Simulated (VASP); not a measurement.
# CoSi2 (Fm-3m) in VASP: notebook

The runs below take CoSi2 through single point, relaxation of cell and atoms, with PBEsol.

Everything below comes from runs of VASP 6.6.1. Logs are shortened: lines on timing, memory, paths and dates and some standing lists are left out, and cuts for length are marked.

## 1. The cell of the first run

The structure is cubic, space group Fm-3m (No. 225). Conventional cell: a = 5.312 Å, b = 5.312 Å, c = 5.312 Å, α = 90.00°, β = 90.00°, γ = 90.00°. Within 3.0 Å of Co (site symmetry m-3m) lie 8 Si at 2.30 Å. Within 3.0 Å of Si (site symmetry -43m) lie 4 Co at 2.30 Å and 6 Si at 2.66 Å.

## 2. Single point, PBEsol

Input file INCAR:

```
ALGO     = Normal         # electronic algorithm
EDIFF    = 1E-7           # SCF threshold, eV
ENCUT    = 520            # plane-wave cutoff, eV
GGA      = PS             # functional
ISIF     = 2              # what is computed and relaxed
ISMEAR   = 0              # smearing method
LASPH    = True           # aspherical terms in the spheres
LCHARG   = False          # write CHGCAR
LREAL    = False          # projectors in reciprocal space
LWAVE    = False          # write WAVECAR
NBANDS   = 16             # bands
NELM     = 100            # most SCF steps
PREC     = Accurate       # precision mode
SIGMA    = 0.05           # smearing width, eV
```

Input file KPOINTS:

```
k-points
0
Gamma
  12 12 12
```

Input file POSCAR:

```
CoSi2
1.0
    0.0000000000      2.6561265536      2.6561265536
    2.6561265536      0.0000000000      2.6561265536
    2.6561265536      2.6561265536      0.0000000000
Co Si
1 2
Direct
    0.0000000000      0.0000000000      0.0000000000
    0.2500000000      0.2500000000      0.2500000000
    0.7500000000      0.7500000000      0.7500000000
```

Potentials or basis: VASP PAW PBE potentials, release 64 (Co, Si).

Launch:

```sh
$ cat potpaw_PBE.64/Co/POTCAR potpaw_PBE.64/Si/POTCAR > POTCAR
$ mpirun -np 1 vasp_std > vasp.out
```

OUTCAR:

```text
EDIFF = 1E-7
   ENCUT = 520
   GGA = PS
   ISIF = 2
   ISMEAR = 0
   LASPH = True
   LREAL = False
   NELM = 100
   PREC = Accurate

 ion  position               nearest neighbor table
   1  0.000  0.000  0.000-   3 2.30   3 2.30   3 2.30   2 2.30   3 2.30   2 2.30   2 2.30   2 2.30

   2  0.250  0.250  0.250-   1 2.30   1 2.30   1 2.30   1 2.30   3 2.66   3 2.66   3 2.66   3 2.66
                             3 2.66   3 2.66
   3  0.750  0.750  0.750-   1 2.30   1 2.30   1 2.30   1 2.30   2 2.66   2 2.66   2 2.66   2 2.66
                             2 2.66   2 2.66

  LATTYP: Found a face centered cubic cell.
 ALAT       =     5.3122531072

  Lattice vectors:

 A1 = (   0.0000000000,   2.6561265536,   2.6561265536)
 A2 = (   2.6561265536,   0.0000000000,   2.6561265536)
 A3 = (   2.6561265536,   2.6561265536,   0.0000000000)

Analysis of symmetry for initial positions (statically):
=====================================================================
 Subroutine PRICEL returns:
 Original cell was already a primitive cell.

 Routine SETGRP: Setting up the symmetry group for a
 face centered cubic supercell.

 Subroutine GETGRP returns: Found 48 space group operations
 (whereof 48 operations were pure point group operations)
 out of a pool of 48 trial point group operations.

The static configuration has the point symmetry O_h .

Analysis of symmetry for dynamics (positions and initial velocities):
=====================================================================
 Subroutine PRICEL returns:
 Original cell was already a primitive cell.

 Routine SETGRP: Setting up the symmetry group for a
 face centered cubic supercell.

 Subroutine GETGRP returns: Found 48 space group operations
 (whereof 48 operations were pure point group operations)
 out of a pool of 48 trial point group operations.

The dynamic configuration has the point symmetry O_h .

 Subroutine INISYM returns: Found 48 space group operations
 (whereof 48 operations are pure point group operations),
 and found     1 'primitive' translations

----------------------------------------------------------------------------------------

                                     Primitive cell

  volume of cell :      37.4780

  direct lattice vectors                    reciprocal lattice vectors
     0.000000000  2.656126554  2.656126554    -0.188244043  0.188244043  0.188244043
     2.656126554  0.000000000  2.656126554     0.188244043 -0.188244043  0.188244043
     2.656126554  2.656126554  0.000000000     0.188244043  0.188244043 -0.188244043

  length of vectors
     3.756330195  3.756330195  3.756330195     0.326048246  0.326048246  0.326048246

  position of ions in fractional coordinates (direct lattice)
     0.000000000  0.000000000  0.000000000
     0.250000000  0.250000000  0.250000000
     0.750000000  0.750000000  0.750000000

  ion indices of the primitive-cell ions
   primitive index   ion index
                 1           1
                 2           2
                 3           3

----------------------------------------------------------------------------------------

 KPOINTS: k-points

Automatic generation of k-mesh.
 Grid dimensions read from file:
 generate k-points for:   12   12   12

 Generating k-lattice:

  Cartesian coordinates                     Fractional coordinates (reciprocal lattice)
    -0.015687004  0.015687004  0.015687004     0.083333333  0.000000000  0.000000000
     0.015687004 -0.015687004  0.015687004     0.000000000  0.083333333  0.000000000
     0.015687004  0.015687004 -0.015687004     0.000000000  0.000000000  0.083333333

  Length of vectors
     0.027170687  0.027170687  0.027170687

  Shift w.r.t. Gamma in fractional coordinates (k-lattice)
     0.000000000  0.000000000  0.000000000

 Subroutine IBZKPT returns following result:
 ===========================================

 Found     72 irreducible k-points:

 Following reciprocal coordinates:
            Coordinates               Weight
  0.000000  0.000000  0.000000      1.000000
  0.083333  0.000000  0.000000      8.000000
  0.166667  0.000000  0.000000      8.000000
  0.250000  0.000000  0.000000      8.000000
  0.333333  0.000000  0.000000      8.000000
  0.416667  0.000000  0.000000      8.000000
[... 16 lines left out ...]
  0.500000  0.166667  0.000000     24.000000
 -0.416667  0.166667  0.000000     24.000000
 [... further k-points ...]
   k-points           NKPTS =     72   k-points in BZ     NKDIM =     72   number of bands    NBANDS=     16
   number of dos      NEDOS =    301   number of ions     NIONS =      3
   total plane-waves  NPLWV =  21952
   dimension x,y,z NGX =    28 NGY =   28 NGZ =   28
   dimension x,y,z NGXF=    56 NGYF=   56 NGZF=   56
   ions per type =               1   2
   NGX,Y,Z   is equivalent  to a cutoff of  12.39, 12.39, 12.39 a.u.
   NGXF,Y,Z  is equivalent  to a cutoff of  24.78, 24.78, 24.78 a.u.
 SYSTEM =  unknown system
   PREC   = accura    normal or accurate (medium, high low for compatibility)
   ISTART =      0    job   : 0-new  1-cont  2-samecut
   ICHARG =      2    charge: 1-file 2-atom 10-const
   ISPIN  =      1    spin polarized calculation?
   LNONCOLLINEAR =      F non collinear calculations
   LSORBIT =      F    spin-orbit coupling
   LASPH  =      T    aspherical Exc in radial PAW
   ENCUT  =  520.0 eV  38.22 Ry    6.18 a.u.   6.98  6.98  6.98*2*pi/ulx,y,z
   NELM   =    100;   NELMIN=  2; NELMDL= -5     # of ELM steps
   EDIFF  = 0.1E-06   stopping-criterion for ELM
   LREAL  =      F    real-space projection
   EDIFFG = 0.1E-05   stopping-criterion for IOM
   NSW    =      0    number of steps for IOM
   IBRION =     -1    ionic relax: 0-MD 1-quasi-New 2-CG
   NFREE  =      0    steps in history (QN), initial steepest desc. (CG)
   ISIF   =      2    stress and relaxation
   ISYM   =      2    0-nonsym 1-usesym 2-fastsym
   POTIM  = 0.5000    time-step for ionic-motion
   TEBEG  =    0.0;   TEEND  =   0.0 temperature during run
   PSTRESS=    0.0 pullay stress
   NELECT =      17.0000    total number of electrons
   NUPDOWN=      -1.0000    fix difference up-down
   EMIN   =  10.00;   EMAX   =-10.00  energy-range for DOS
   EFERMI =   0.00;   METHOD = LEGACY
   ISMEAR =     0;   SIGMA  =   0.05  broadening in eV -4-tet -1-fermi 0-gaus
   EFERMI_NEDOS =   21; number of points for ismear=-14 and -15
   IALGO  =     38    algorithm
   IMIX   =      4    mixing-type and parameters
     AMIX     =   0.40;   BMIX     =  1.00
     AMIX_MAG =   1.60;   BMIX_MAG =  1.00
  volume/ion in A,a.u.               =      12.49        84.30
  Fermi-wavevector in a.u.,A,eV,Ry     =   1.257860  2.377011 21.527305  1.582212
  Thomas-Fermi vector in A             =   2.391498
   LORBIT       =      0    0 simple, 1 ext, 2 COOP (PROOUT), +10 PAW based schemes
   GGA     = PS    functional components
   LHFCALC =     F    Hartree Fock is set to
   AEXX    =    0.0000 exact exchange contribution
   IVDW    =     0    specifies the selected vdW correction
   LEPSILON=     F    determine dielectric tensor
   LRPA    =     F    only Hartree local field effects (RPA)
 non-spin polarized calculation
 Gauss-broadening in eV      SIGMA  =   0.05
  energy-cutoff  :      520.00
  volume of cell :       37.48
 maximum number of plane-waves:      1036
   NGX = 13   NGY = 13   NGZ = 13

 number of electron      17.0000005 magnetization

 Free energy of the ion-electron system (eV)
  ---------------------------------------------------
  ext. energy  EPLUGINS =         0.00000000
  ---------------------------------------------------
  free energy    TOTEN  =       -20.98364674 eV

  energy without entropy =      -20.98238427  energy(sigma->0) =      -20.98301551

 E-fermi :  10.3161     XC(G=0): -11.9686

 val. band max:       10.3014752256   @ k =   0.4167   0.2500   0.0833
 cond. band min:      10.3441225183   @ k =   0.4167   0.0833   0.0000
 fundamental gap:      0.0426472926
 Fermi energy:        10.3161350308

 k-point     1 :       0.0000    0.0000    0.0000
  band No.  band energies     occupation
      1      -2.9799      2.00000
      2       6.1381      2.00000
      3       6.1381      2.00000
      4       6.1381      2.00000
      5       8.3423      2.00000
      6       8.3423      2.00000
[... 8 lines left out ...]
     15      16.0957      0.00000
     16      16.0957      0.00000

 k-point     2 :       0.0833    0.0000    0.0000
  band No.  band energies     occupation
      1      -2.8723      2.00000
      2       5.8865      2.00000
      3       6.1764      2.00000
      4       6.1764      2.00000
      5       8.3093      2.00000
      6       8.3093      2.00000
[... 8 lines left out ...]
     15      15.7376      0.00000
     16      15.8951      0.00000

 k-point     3 :       0.1667    0.0000    0.0000
  band No.  band energies     occupation
      1      -2.5515      2.00000
      2       5.2071      2.00000
      3       6.2814      2.00000
      4       6.2814      2.00000
      5       8.2374      2.00000
      6       8.2374      2.00000
[... 8 lines left out ...]
     15      15.9309      0.00000
     16      16.7515      0.00000

 k-point     4 :       0.2500    0.0000    0.0000
  band No.  band energies     occupation
      1      -2.0240      2.00000
      2       4.2313      2.00000
      3       6.4209      2.00000
      4       6.4209      2.00000
      5       8.1967      2.00000
      6       8.1967      2.00000
[... 8 lines left out ...]
     15      17.0541      0.00000
     16      17.9643      0.00000
[... 324 lines left out ...]
 k-point    22 :       0.4167    0.1667    0.0000
  band No.  band energies     occupation
      1      -0.6600      2.00000
      2       2.9063      2.00000
      3       6.2306      2.00000
      4       6.4724      2.00000
      5       7.1402      2.00000
      6       8.3938      2.00000
[... 8 lines left out ...]
     15      21.0240      0.00000
     16      21.4400      0.00000

 k-point    23 :       0.5000    0.1667    0.0000
  band No.  band energies     occupation
      1       0.2616      2.00000
      2       1.7854      2.00000
      3       5.9888      2.00000
      4       6.6259      2.00000
      5       7.1675      2.00000
      6       8.3835      2.00000
[... 8 lines left out ...]
     15      21.0894      0.00000
     16      21.6760      0.00000

 k-point    24 :      -0.4167    0.1667    0.0000
  band No.  band energies     occupation
      1       0.5774      2.00000
      2       1.4313      2.00000
      3       5.7590      2.00000
      4       6.7903      2.00000
      5       7.3538      2.00000
      6       8.1761      2.00000
[... 8 lines left out ...]
     15      19.6708      0.00000
     16      20.1070      0.00000

 [... further k-points ...]

------------------------ aborting loop because EDIFF is reached ----------------------------------------

  FORCE on cell =-STRESS in cart. coord.  units (eV):
  Direction    XX          YY          ZZ          XY          YZ          ZX
  --------------------------------------------------------------------------------------
  -------------------------------------------------------------------------------------
  Total        0.0172927      0.0172927      0.0172927      0.0000000      0.0000000      0.0000000
  in kB        0.7392595      0.7392595      0.7392595      0.0000000      0.0000000      0.0000000
  external PRESSURE =       0.7392595 kB  Pullay stress =       0.0000000 kB

 VOLUME and BASIS-vectors are now :
 -----------------------------------------------------------------------------
  energy-cutoff  :      520.00
  volume of cell :       37.48
      direct lattice vectors                 reciprocal lattice vectors
     0.000000000  2.656126554  2.656126554    -0.188244043  0.188244043  0.188244043
     2.656126554  0.000000000  2.656126554     0.188244043 -0.188244043  0.188244043
     2.656126554  2.656126554  0.000000000     0.188244043  0.188244043 -0.188244043

 POSITION                                       TOTAL-FORCE (eV/Angst)
 -----------------------------------------------------------------------------------
      0.00000      0.00000      0.00000        -0.000000     -0.000000      0.000000
      1.32806      1.32806      1.32806         0.000000      0.000000      0.000000
      3.98419      3.98419      3.98419        -0.000000     -0.000000     -0.000000
 -----------------------------------------------------------------------------------
    total drift:                               -0.000000     -0.000000      0.000000

  FREE ENERGIE OF THE ION-ELECTRON SYSTEM (eV)
  ---------------------------------------------------
  free  energy   TOTEN  =       -20.9836467433 eV

  energy  without entropy=      -20.9823842717  energy(sigma->0) =      -20.98301551
```

Wall time 68 s (1 thread of Intel Xeon 8259CL, shared host); peak memory 0.18 GiB.

Results:

```
Free energy            : -20.9836 eV
Pressure               : 0.1 GPa
Band gap on the k mesh : zero (an odd number of electrons rules out a gap without spin polarisation)
```

Caveat: the PAW data sets were made with another functional, which shifts forces and pressure a little; the run has no spin polarisation, though such a crystal can be magnetic. Spin polarisation is off, so any magnetic state and its effect on volume and gap are missing.

## 3. Relaxation of cell and atoms, PBEsol

This run uses another cell than the first one, of 12.90 Å³/atom.

Input file INCAR:

```
SYSTEM = CoSi2
PREC = Accurate
ENCUT = 600
EDIFF = 1E-7
ISMEAR = 0
SIGMA = 0.05
LREAL = .False.
LASPH = .True.
NELM = 60
ALGO = Normal
ISIF = 3
LWAVE = .False.
LCHARG = .False.
GGA = PS
IBRION = 2
NSW = 100
EDIFFG = -0.005
```

Input file KPOINTS:

```
regular mesh
0
Gamma
  12 12 12
  0 0 0
```

Input file POSCAR:

```
CoSi2
1.0
    0.0000000000      2.6850000000      2.6850000000
    2.6850000000      0.0000000000      2.6850000000
    2.6850000000      2.6850000000      0.0000000000
Co Si
1 2
Direct
    0.0000000000      0.0000000000      0.0000000000
    0.2500000000      0.2500000000      0.2500000000
    0.7500000000      0.7500000000      0.7500000000
```

Potentials or basis: VASP PAW PBE potentials, release 64 (Co, Si).

Launch:

```sh
$ cat potpaw_PBE.64/Co/POTCAR potpaw_PBE.64/Si/POTCAR > POTCAR
$ mpirun -np 1 vasp_std > vasp.out
```

OUTCAR:

```text
SYSTEM = CoSi2
   PREC = Accurate
   ENCUT = 600
   EDIFF = 1E-7
   ISMEAR = 0
   LREAL = .False.
   LASPH = .True.
   NELM = 60
   ISIF = 3
   GGA = PS
   IBRION = 2
   NSW = 100
   EDIFFG = -0.005

 ion  position               nearest neighbor table
   1  0.000  0.000  0.000-   3 2.33   3 2.33   3 2.33   2 2.33   3 2.33   2 2.33   2 2.33   2 2.33

   2  0.250  0.250  0.250-   1 2.33   1 2.33   1 2.33   1 2.33   3 2.69   3 2.69   3 2.69   3 2.69
                             3 2.69   3 2.69
   3  0.750  0.750  0.750-   1 2.33   1 2.33   1 2.33   1 2.33   2 2.69   2 2.69   2 2.69   2 2.69
                             2 2.69   2 2.69

  LATTYP: Found a face centered cubic cell.
 ALAT       =     5.3700000000

  Lattice vectors:

 A1 = (   0.0000000000,   2.6850000000,   2.6850000000)
 A2 = (   2.6850000000,   0.0000000000,   2.6850000000)
 A3 = (   2.6850000000,   2.6850000000,   0.0000000000)

Analysis of symmetry for initial positions (statically):
=====================================================================
 Subroutine PRICEL returns:
 Original cell was already a primitive cell.

 Routine SETGRP: Setting up the symmetry group for a
 face centered cubic supercell.

 Subroutine GETGRP returns: Found 48 space group operations
 (whereof 48 operations were pure point group operations)
 out of a pool of 48 trial point group operations.

The static configuration has the point symmetry O_h .

Analysis of symmetry for dynamics (positions and initial velocities):
=====================================================================
[... 157 lines left out ...]
  ext. energy  EPLUGINS =         0.00000000
  ---------------------------------------------------
  free energy    TOTEN  =       -20.96102810 eV

  energy without entropy =      -20.95967030  energy(sigma->0) =      -20.96034920

 E-fermi :   9.8765     XC(G=0): -11.8200

 val. band max:        9.8598834763   @ k =   0.4167   0.2500   0.0833
 cond. band min:       9.9007931211   @ k =   0.4167   0.0833   0.0000
 fundamental gap:      0.0409096448
 Fermi energy:         9.8764522482

 k-point     1 :       0.0000    0.0000    0.0000
  band No.  band energies     occupation
      1      -3.1671      2.00000
      2       5.8447      2.00000
      3       5.8447      2.00000
      4       5.8447      2.00000
      5       8.0112      2.00000
      6       8.0112      2.00000
      7      10.6046      0.00000
      8      13.2868      0.00000
      9      13.2868      0.00000
     10      13.2868      0.00000
     11      13.3162      0.00000
     12      13.3162      0.00000
[... 418 lines left out ...]
--------------------------------------- Ionic step        3  -------------------------------------------

 number of electron      17.0000001 magnetization

 Free energy of the ion-electron system (eV)
  ---------------------------------------------------
  ext. energy  EPLUGINS =         0.00000000
  ---------------------------------------------------
  free energy    TOTEN  =       -20.98390010 eV

  energy without entropy =      -20.98263577  energy(sigma->0) =      -20.98326793

 E-fermi :  10.3063     XC(G=0): -11.9654

 val. band max:       10.2916250435   @ k =   0.4167   0.2500   0.0833
 cond. band min:      10.3342896840   @ k =   0.4167   0.0833   0.0000
 fundamental gap:      0.0426646405
 Fermi energy:        10.3063379350

 k-point     1 :       0.0000    0.0000    0.0000
  band No.  band energies     occupation
      1      -2.9840      2.00000
      2       6.1315      2.00000
      3       6.1315      2.00000
      4       6.1315      2.00000
      5       8.3348      2.00000
      6       8.3348      2.00000
      7      11.3495      0.00000
      8      13.7550      0.00000
      9      13.7550      0.00000
     10      13.7550      0.00000
     11      13.8448      0.00000
     12      13.8448      0.00000
[... 375 lines left out ...]
  FREE ENERGIE OF THE ION-ELECTRON SYSTEM (eV)
  ---------------------------------------------------
  free  energy   TOTEN  =       -20.9839000953 eV

  energy  without entropy=      -20.9826357707  energy(sigma->0) =      -20.98326793

 reached required accuracy - stopping structural energy minimisation
```

It took 2.5 min on 1 thread of Intel Xeon 8259CL, shared host; peak memory 0.21 GiB.

Results:

* Free energy: -20.9839 eV
* Relaxed volume: 12.50 Å³/atom
* Relaxed cell: a = 3.757 Å, b = 3.757 Å, c = 3.757 Å, α = 60.00°, β = 60.00°, γ = 60.00°
* Space group after relaxing (to 0.1 Å): Fm-3m (No. 225)
* Energy gained by relaxing: 7.6 meV/atom
* Ionic steps: 3
* Pressure after relaxing: -0.1 GPa
* Band gap on the k mesh: zero (an odd number of electrons rules out a gap without spin polarisation)

Step by step:
```tsv
step	energy change (eV)	largest force (eV/Å)	pressure (GPa)	volume (Å³)
1	0.0000	0.0000	-5.86	38.71
2	0.0093	0.0000	7.77	36.13
3	-0.0229	0.0000	-0.06	37.50
```

Final structure:
```xyz
3
Lattice="0.0000 2.6567 2.6567 2.6567 0.0000 2.6567 2.6567 2.6567 0.0000" Properties=species:S:1:pos:R:3 pbc="T T T"
Co    0.0000    0.0000    0.0000
Si    1.3284    1.3284    1.3284
Si    3.9851    3.9851    3.9851
```

Levels at points of the mesh, in eV from the Fermi level:
```tsv
k point	band 7	band 8	band 9	band 10	band 11	band 12
(0.00, 0.00, 0.00)	1.04	3.45	3.45	3.45	3.54	3.54
(0.50, 0.00, 0.00)	-1.68	-0.46	-0.46	2.75	3.51	3.51
(0.50, 0.50, 0.00)	-2.02	-1.98	-1.37	1.69	2.90	8.63
```

Caveat: the PAW data sets were made with another functional, which shifts forces and pressure a little; the run has no spin polarisation, though such a crystal can be magnetic.
